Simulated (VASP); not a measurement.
# Rb (P6/mmm) in VASP: single point with PBE

Aim: the single point of Rb with PBE.

Everything below comes from runs of VASP 6.6.1. Logs are shortened: lines on timing, memory, paths and dates and some standing lists are left out, and cuts for length are marked.

## 1. The cell of the first run

Symmetry: P6/mmm, No. 191, hexagonal system. Conventional cell: a = 6.206 Å, b = 6.206 Å, c = 3.708 Å, α = 90.00°, β = 90.00°, γ = 120.00°. Rb (site symmetry 6/mmm) has 14 Rb at 3.71 to 4.03 Å within 4.9 Å. Rb (site symmetry -6m2) has 11 Rb at 3.58 to 4.03 Å within 4.7 Å.

This isn't the form of Rb at room conditions, which is bcc.

## 2. Single point, PBE (41.22 Å³/atom)

Contents of POSCAR:

```
Rb
1.0
    6.2055736082      0.0000000000      0.0000000000
   -3.1027868041      5.3741843897      0.0000000000
    0.0000000000      0.0000000000      3.7076322576
Rb
3
Direct
    0.0000000000      0.0000000000      0.0000000000
    0.3333333333      0.6666666667      0.5000000000
    0.6666666667      0.3333333333      0.5000000000
```

Contents of INCAR.step1:

```
SYSTEM = Rb
PREC = Accurate
ENCUT = 520
EDIFF = 1E-6
ISMEAR = -1
SIGMA = 0.05
LREAL = .FALSE.
LASPH = .TRUE.
NELM = 100
ALGO = Normal
ISIF = 2
LWAVE = .FALSE.
LCHARG = .TRUE.
GGA = PE
NBANDS = 20
```

Contents of KPOINTS.step1:

```
Automatic mesh
0
G
  5 5 7
  0 0 0
```

Contents of INCAR.step2:

```
SYSTEM = Rb
PREC = Accurate
ENCUT = 520
EDIFF = 1E-6
ISMEAR = -5
SIGMA = 0.05
LREAL = .FALSE.
LASPH = .TRUE.
NELM = 100
ALGO = Normal
ISIF = 2
LWAVE = .FALSE.
LCHARG = .FALSE.
GGA = PE
LORBIT = 10
NBANDS = 20
NEDOS = 1001
ICHARG = 11
```

Contents of KPOINTS.step2:

```
Automatic mesh
0
G
  8 8 11
  0 0 0
```

Potentials or basis: VASP PAW PBE potentials, release 64 (Rb_sv).

The run is started by

```sh
$ cat potpaw_PBE.64/Rb_sv/POTCAR > POTCAR
$ cp INCAR.step1 INCAR
$ cp KPOINTS.step1 KPOINTS
$ mpirun -np 1 vasp_std > vasp.out
$ cp INCAR.step2 INCAR
$ cp KPOINTS.step2 KPOINTS
$ mpirun -np 1 vasp_std > vasp.out
```

OUTCAR:

```text
SYSTEM = Rb
   PREC = Accurate
   ENCUT = 520
   EDIFF = 1E-6
   ISMEAR = -5
   LREAL = .FALSE.
   LASPH = .TRUE.
   NELM = 100
   ISIF = 2
   GGA = PE
   LORBIT = 10
   ICHARG = 11

 ion  position               nearest neighbor table
   1  0.000  0.000  0.000-   2 4.03   3 4.03   2 4.03   3 4.03   2 4.03   2 4.03   3 4.03   3 4.03
                             3 4.03   3 4.03   2 4.03   2 4.03
   2  0.333  0.667  0.500-   3 3.58   3 3.58   3 3.58   1 4.03   1 4.03   1 4.03   1 4.03   1 4.03
                             1 4.03   3 5.16   3 5.16   3 5.16   3 5.16   3 5.16   3 5.16
   3  0.667  0.333  0.500-   2 3.58   2 3.58   2 3.58   1 4.03   1 4.03   1 4.03   1 4.03   1 4.03
                             1 4.03   2 5.16   2 5.16   2 5.16   2 5.16   2 5.16   2 5.16

  LATTYP: Found a hexagonal cell.
 ALAT       =     6.2055736082
 C/A-ratio  =     0.5974680975

  Lattice vectors:

 A1 = (   6.2055736082,   0.0000000000,   0.0000000000)
 A2 = (  -3.1027868041,   5.3741843897,   0.0000000000)
 A3 = (   0.0000000000,   0.0000000000,   3.7076322576)

Analysis of symmetry for initial positions (statically):
=====================================================================
 Subroutine PRICEL returns:
 Original cell was already a primitive cell.

 Routine SETGRP: Setting up the symmetry group for a
 hexagonal supercell.

 Subroutine GETGRP returns: Found 24 space group operations
 (whereof 24 operations were pure point group operations)
 out of a pool of 24 trial point group operations.

The static configuration has the point symmetry D_6h.

Analysis of symmetry for dynamics (positions and initial velocities):
=====================================================================
 Subroutine PRICEL returns:
 Original cell was already a primitive cell.

 Routine SETGRP: Setting up the symmetry group for a
 hexagonal supercell.

 Subroutine GETGRP returns: Found 24 space group operations
 (whereof 24 operations were pure point group operations)
 out of a pool of 24 trial point group operations.

The dynamic configuration has the point symmetry D_6h.

 Subroutine INISYM returns: Found 24 space group operations
 (whereof 24 operations are pure point group operations),
 and found     1 'primitive' translations

----------------------------------------------------------------------------------------

                                     Primitive cell

  volume of cell :     123.6492

  direct lattice vectors                    reciprocal lattice vectors
     6.205573608  0.000000000  0.000000000     0.161145458  0.093037373  0.000000000
    -3.102786804  5.374184390  0.000000000     0.000000000  0.186074747  0.000000000
     0.000000000  0.000000000  3.707632258     0.000000000  0.000000000  0.269713912

  length of vectors
     6.205573608  6.205573608  3.707632258     0.186074747  0.186074747  0.269713912

  position of ions in fractional coordinates (direct lattice)
     0.000000000  0.000000000  0.000000000
     0.333333333  0.666666667  0.500000000
     0.666666667  0.333333333  0.500000000

  ion indices of the primitive-cell ions
   primitive index   ion index
                 1           1
                 2           2
                 3           3

----------------------------------------------------------------------------------------

 KPOINTS: Automatic mesh

Automatic generation of k-mesh.
 Grid dimensions read from file:
 generate k-points for:    8    8   11

 Generating k-lattice:

  Cartesian coordinates                     Fractional coordinates (reciprocal lattice)
     0.020143182  0.011629672  0.000000000     0.125000000  0.000000000  0.000000000
     0.000000000  0.023259343  0.000000000     0.000000000  0.125000000  0.000000000
     0.000000000  0.000000000  0.024519447     0.000000000  0.000000000  0.090909091

  Length of vectors
     0.023259343  0.023259343  0.024519447

  Shift w.r.t. Gamma in fractional coordinates (k-lattice)
     0.000000000  0.000000000  0.000000000

 TETIRR: Found    716 inequivalent tetrahedra from     4224

 Subroutine IBZKPT returns following result:
 ===========================================

 Found     60 irreducible k-points:

 Following reciprocal coordinates:
            Coordinates               Weight
  0.000000  0.000000  0.000000      1.000000
  0.125000  0.000000  0.000000      6.000000
  0.250000  0.000000  0.000000      6.000000
  0.375000  0.000000  0.000000      6.000000
  0.500000  0.000000  0.000000      3.000000
  0.125000  0.125000  0.000000      6.000000
[... 16 lines left out ...]
  0.250000  0.000000  0.181818     12.000000
  0.375000  0.000000  0.181818     12.000000
 [... further k-points ...]
   k-points           NKPTS =     60   k-points in BZ     NKDIM =     60   number of bands    NBANDS=     20
   number of dos      NEDOS =   1001   number of ions     NIONS =      3
   total plane-waves  NPLWV =  64512
   dimension x,y,z NGX =    48 NGY =   48 NGZ =   28
   dimension x,y,z NGXF=    96 NGYF=   96 NGZF=   56
   ions per type =               3
   NGX,Y,Z   is equivalent  to a cutoff of  12.86, 12.86, 12.55 a.u.
   NGXF,Y,Z  is equivalent  to a cutoff of  25.72, 25.72, 25.11 a.u.
 SYSTEM =  Rb
   PREC   = accura    normal or accurate (medium, high low for compatibility)
   ISTART =      0    job   : 0-new  1-cont  2-samecut
   ICHARG =     11    charge: 1-file 2-atom 10-const
   ISPIN  =      1    spin polarized calculation?
   LNONCOLLINEAR =      F non collinear calculations
   LSORBIT =      F    spin-orbit coupling
   LASPH  =      T    aspherical Exc in radial PAW
   ENCUT  =  520.0 eV  38.22 Ry    6.18 a.u.  11.54 11.54  6.89*2*pi/ulx,y,z
   NELM   =    100;   NELMIN=  2; NELMDL=  0     # of ELM steps
   EDIFF  = 0.1E-05   stopping-criterion for ELM
   LREAL  =      F    real-space projection
   EDIFFG = 0.1E-04   stopping-criterion for IOM
   NSW    =      0    number of steps for IOM
   IBRION =     -1    ionic relax: 0-MD 1-quasi-New 2-CG
   NFREE  =      0    steps in history (QN), initial steepest desc. (CG)
   ISIF   =      2    stress and relaxation
   ISYM   =      2    0-nonsym 1-usesym 2-fastsym
   POTIM  = 0.5000    time-step for ionic-motion
   TEBEG  =    0.0;   TEEND  =   0.0 temperature during run
   PSTRESS=    0.0 pullay stress
   NELECT =      27.0000    total number of electrons
   NUPDOWN=      -1.0000    fix difference up-down
   EMIN   =  10.00;   EMAX   =-10.00  energy-range for DOS
   EFERMI =   0.00;   METHOD = LEGACY
   ISMEAR =    -5;   SIGMA  =   0.05  broadening in eV -4-tet -1-fermi 0-gaus
   EFERMI_NEDOS =   21; number of points for ismear=-14 and -15
   IALGO  =     38    algorithm
   IMIX   =      4    mixing-type and parameters
     AMIX     =   0.40;   BMIX     =  1.00
     AMIX_MAG =   1.60;   BMIX_MAG =  1.00
  volume/ion in A,a.u.               =      41.22       278.14
  Fermi-wavevector in a.u.,A,eV,Ry     =   0.985823  1.862936 13.222787  0.971847
  Thomas-Fermi vector in A             =   2.117159
   LORBIT       =     10    0 simple, 1 ext, 2 COOP (PROOUT), +10 PAW based schemes
   GGA     = PE    functional components
   LHFCALC =     F    Hartree Fock is set to
   AEXX    =    0.0000 exact exchange contribution
   IVDW    =     0    specifies the selected vdW correction
   LEPSILON=     F    determine dielectric tensor
   LRPA    =     F    only Hartree local field effects (RPA)
 non-spin polarized calculation
 Fermi weights with tetrahedron method with Bloechl corrections
  energy-cutoff  :      520.00
  volume of cell :      123.65
 maximum number of plane-waves:      3350
 NGX is ok and might be reduce to    48

 number of electron      27.0000001 magnetization

 Free energy of the ion-electron system (eV)
  ---------------------------------------------------
  ext. energy  EPLUGINS =         0.00000000
  ---------------------------------------------------
  free energy    TOTEN  =        -0.50080920 eV

  energy without entropy =       -0.50080920  energy(sigma->0) =       -0.50080920

 E-fermi :   2.7709     XC(G=0):  -7.8241

 val. band max:        2.7300595188   @ k =   0.2500   0.1250   0.0000
 cond. band min:       2.7607934622   @ k =   0.5000   0.0000   0.3636
 fundamental gap:      0.0307339434
 Fermi energy:         2.7708884532

 k-point     1 :       0.0000    0.0000    0.0000
  band No.  band energies     occupation
      1     -26.3867      2.00000
      2     -26.2336      2.00000
      3     -26.1490      2.00000
      4     -10.8529      2.00000
      5     -10.8528      2.00000
      6     -10.5694      2.00000
[... 12 lines left out ...]
     19       4.8204      0.00000
     20       6.5112      0.00000

 k-point     2 :       0.1250    0.0000    0.0000
  band No.  band energies     occupation
      1     -26.3807      2.00000
      2     -26.2384      2.00000
      3     -26.1505      2.00000
      4     -10.9033      2.00000
      5     -10.8756      2.00000
      6     -10.5053      2.00000
[... 12 lines left out ...]
     19       5.2833      0.00000
     20       6.4977      0.00000

 k-point     3 :       0.2500    0.0000    0.0000
  band No.  band energies     occupation
      1     -26.3642      2.00000
      2     -26.2518      2.00000
      3     -26.1541      2.00000
      4     -10.9854      2.00000
      5     -10.8750      2.00000
      6     -10.3831      2.00000
[... 12 lines left out ...]
     19       5.6900      0.00000
     20       6.3345      0.00000

 k-point     4 :       0.3750    0.0000    0.0000
  band No.  band energies     occupation
      1     -26.3420      2.00000
      2     -26.2708      2.00000
      3     -26.1581      2.00000
      4     -11.0452      2.00000
      5     -10.8051      2.00000
      6     -10.3907      2.00000
[... 12 lines left out ...]
     19       5.6409      0.00000
     20       5.6545      0.00000

 k-point     5 :       0.5000    0.0000    0.0000
  band No.  band energies     occupation
      1     -26.3277      2.00000
      2     -26.2836      2.00000
      3     -26.1598      2.00000
      4     -11.0664      2.00000
      5     -10.7217      2.00000
      6     -10.5243      2.00000
[... 12 lines left out ...]
     19       5.1648      0.00000
     20       5.2884      0.00000

 k-point     6 :       0.1250    0.1250    0.0000
  band No.  band energies     occupation
      1     -26.3695      2.00000
      2     -26.2475      2.00000
      3     -26.1531      2.00000
      4     -10.9493      2.00000
      5     -10.8989      2.00000
      6     -10.4055      2.00000
[... 12 lines left out ...]
     19       5.6366      0.00000
     20       6.3994      0.00000

 k-point     7 :       0.2500    0.1250    0.0000
  band No.  band energies     occupation
      1     -26.3498      2.00000
      2     -26.2638      2.00000
      3     -26.1571      2.00000
      4     -11.0004      2.00000
      5     -10.8715      2.00000
      6     -10.3344      2.00000
[... 12 lines left out ...]
     19       5.8020      0.00000
     20       5.8593      0.00000
[... 277 lines left out ...]
 k-point    20 :       0.3750    0.2500    0.0909
  band No.  band energies     occupation
      1     -26.3090      2.00000
      2     -26.2901      2.00000
      3     -26.1571      2.00000
      4     -10.9693      2.00000
      5     -10.7535      2.00000
      6     -10.6488      2.00000
[... 12 lines left out ...]
     19       5.4718      0.00000
     20       5.4794      0.00000

 k-point    21 :       0.0000    0.0000    0.1818
  band No.  band energies     occupation
      1     -26.3641      2.00000
      2     -26.2160      2.00000
      3     -26.1337      2.00000
      4     -10.8154      2.00000
      5     -10.8154      2.00000
      6     -10.4983      2.00000
[... 12 lines left out ...]
     19       5.8043      0.00000
     20       7.1484      0.00000

 k-point    22 :       0.1250    0.0000    0.1818
  band No.  band energies     occupation
      1     -26.3585      2.00000
      2     -26.2207      2.00000
      3     -26.1347      2.00000
      4     -10.8546      2.00000
      5     -10.8289      2.00000
      6     -10.4673      2.00000
[... 12 lines left out ...]
     19       5.9690      0.00000
     20       6.8046      0.00000

 k-point    23 :       0.2500    0.0000    0.1818
  band No.  band energies     occupation
      1     -26.3431      2.00000
      2     -26.2340      2.00000
      3     -26.1374      2.00000
      4     -10.9237      2.00000
      5     -10.8286      2.00000
      6     -10.4192      2.00000
[... 12 lines left out ...]
     19       6.2095      0.00000
     20       6.3550      0.00000

 k-point    24 :       0.3750    0.0000    0.1818
  band No.  band energies     occupation
      1     -26.3223      2.00000
      2     -26.2525      2.00000
      3     -26.1402      2.00000
      4     -10.9762      2.00000
      5     -10.7803      2.00000
      6     -10.4531      2.00000
[... 12 lines left out ...]
     19       5.7046      0.00000
     20       5.7169      0.00000

 [... further k-points ...]
[... 5 lines left out ...]
  --------------------------------------------------------------------------------------
  -------------------------------------------------------------------------------------
  Total        6.6814130      6.6814130      6.6631649      0.0000000      0.0000000      0.0000000
  in kB       86.5740535     86.5740535     86.3376046      0.0000000      0.0000000      0.0000000
  external PRESSURE =      86.4952372 kB  Pullay stress =       0.0000000 kB

 VOLUME and BASIS-vectors are now :
 -----------------------------------------------------------------------------
  energy-cutoff  :      520.00
  volume of cell :      123.65
      direct lattice vectors                 reciprocal lattice vectors
     6.205573608  0.000000000  0.000000000     0.161145458  0.093037373  0.000000000
    -3.102786804  5.374184390  0.000000000     0.000000000  0.186074747  0.000000000
     0.000000000  0.000000000  3.707632258     0.000000000  0.000000000  0.269713912

 POSITION                                       TOTAL-FORCE (eV/Angst)
 -----------------------------------------------------------------------------------
      0.00000      0.00000      0.00000        -0.000000      0.000000      0.000000
     -0.00000      3.58279      1.85382        -0.000000      0.000000     -0.000000
      3.10279      1.79139      1.85382         0.000000     -0.000000      0.000000
 -----------------------------------------------------------------------------------
    total drift:                               -0.000000      0.000000     -0.000000

  FREE ENERGIE OF THE ION-ELECTRON SYSTEM (eV)
  ---------------------------------------------------
  free  energy   TOTEN  =        -0.5008092019 eV

  energy  without entropy=       -0.5008092019  energy(sigma->0) =       -0.50080920

 total charge

# of ion       s       p       d       tot
------------------------------------------
    1        2.010   5.274   0.038   7.322
    2        1.996   5.285   0.050   7.331
    3        1.996   5.285   0.050   7.331
--------------------------------------------------
tot          6.001  15.844   0.138  21.983
```

Run time: 1.9 min. Hardware: 1 thread of Intel Xeon 6975P-C (Granite Rapids), shared host; peak memory 0.27 GiB.

Results:

```
Valence electrons inside the program's atomic spheres : Rb 7.32, 7.33 (each value once)
```

Caveat: tetrahedron occupations give inexact forces and stress in metals.
